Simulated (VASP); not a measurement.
Te2Mo, a slab with vacuum:

```xyz
3
Lattice="3.5553 0.0000 0.0000 -1.7776 3.0790 0.0000 0.0000 0.0000 27.2312" Properties=species:S:1:pos:R:3 pbc="T T T"
Te    0.0000    2.0526   11.8078
Te    0.0000    2.0526   15.4234
Mo    1.7776    1.0263   13.6156
```

Base run:

- Program: VASP 6.6.1
- Functional: HSE06
- Potentials or basis: VASP PAW PBE potentials, release 64 (Te, Mo_sv)
- Cutoff: 400 eV
- k mesh: 6 × 6 × 1
- Occupations: gaussian, width 0.01 eV
- Spin: no spin polarisation

Its results: band gap on the k mesh 1.49 eV, direct; largest force 0.540 eV/Å.

Problem. The run is repeated on the same cell with these changes: functional from HSE06 to PBE0. What comes out?

Solution. Band gap on the k mesh 2.17 eV, direct; largest force 0.541 eV/Å.

Caveats: the PAW data sets were made with another functional, which shifts forces and pressure a little; spin-orbit coupling is left out, which moves the levels of the heavy elements.

A k mesh can miss the band edges.
